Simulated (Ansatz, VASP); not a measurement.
## One calculation of C, two programs

```
CELL_PARAMETERS angstrom
-1.66069 1.66069 1.66069
1.66069 -1.66069 1.66069
1.66069 1.66069 -1.66069
ATOMIC_POSITIONS crystal
C 0.00000 0.50000 0.50000
C 0.50000 0.00000 0.50000
C 0.50000 0.50000 0.00000
```

Alike in both runs: functional PBE; k mesh 8 × 8 × 8; occupations gaussian, width 0.1 eV; no spin polarisation.

Ansatz relaxed the structure, and its values are those at the end. VASP's run is a single point on that final structure, the one shown.

|  | VASP | Ansatz |
| --- | --- | --- |
| version | VASP 6.6.1 | Ansatz 0.2.0 |
| potentials or method | VASP PAW PBE potentials, release 64 (C), cutoff 520 eV | scalar-relativistic, plane waves, PAW |
| valence electrons in the cell | 12 | 12 |

Ansatz gave:

* gap on the k mesh at the Fermi level (eV): none
* pressure (GPa): -0.4

Question: Which values does VASP return?

Answer: gap on the k mesh at the Fermi level (eV): none; pressure (GPa): -0.2.

A gap of «none» marks a metal or a gap that the smearing closes.
